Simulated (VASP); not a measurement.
Re: single point with LDA

The system is Re.

```
Re
1.0
     0.00000    2.81744    2.81744
     2.81744    0.00000    2.81744
     2.81744    2.81744    0.00000
Re
2
Direct
  0.12500 0.12500 0.12500
  0.87500 0.87500 0.87500
```

This isn't the form of Re at room conditions, which is hcp.

```yaml
Program: VASP 6.6.1
Task: single point
Functional: LDA
Potentials_or_basis: VASP PAW LDA potentials, release 64 (Re)
Cutoff: 520 eV
k_mesh: 11 × 11 × 11
Occupations: fermi-dirac, width 0.1 eV
Spin: no spin polarisation
```

The pressure is -8.5 GPa and the band gap on the k mesh is zero (bands 7 and 8 overlap by 1.13 eV).

Levels at points of the mesh, in eV from the Fermi level:
```csv
k point,band 5,band 6,band 7,band 8,band 9,band 10
"(0.00, 0.00, 0.00)",-2.26,-2.26,0.61,0.61,0.61,4.09
```

Run time: 28 s on 1 thread of Intel(R) Xeon(R) Platinum 8488C (Sapphire Rapids) (shared host), peak memory 0.16 GiB.

Caveat: the cell stands under tension; spin-orbit coupling is left out, which moves the levels of the heavy elements.
